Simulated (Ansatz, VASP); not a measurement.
Cs: VASP beside Ansatz

```
CELL_PARAMETERS angstrom
8.22419 0.00000 0.00000
-4.11209 7.12236 0.00000
0.00000 0.00000 4.92121
ATOMIC_POSITIONS crystal
Cs 0.00000 0.00000 0.00000
Cs 0.33333 0.66667 0.50000
Cs 0.66667 0.33333 0.50000
```

Alike in both runs: functional LDA; k mesh 5 × 5 × 6; occupations fermi-dirac, width 0.1 eV; no spin polarisation.

Ansatz relaxed the structure, and its values are those at the end. VASP's run is a single point on that final structure, the one shown.

|  | VASP | Ansatz |
| --- | --- | --- |
| version | VASP 6.6.1 | Ansatz 0.2.0 |
| potentials or method | VASP PAW LDA potentials, release 64 (Cs_sv), cutoff 520 eV | plane waves (420 eV) with PAW, scalar-relativistic |
| valence electrons in the cell | 27 | 27 |

```tsv
	VASP	Ansatz	Ansatz less VASP
pressure (GPa)	0.0	0.0	+0.01
```

Ansatz warns that its potentials were made for another functional, while VASP's fit it. LDA's correlation is that of Perdew and Zunger in VASP and of Perdew and Wang (1992) in Ansatz.

Neither program's run includes spin-orbit coupling.
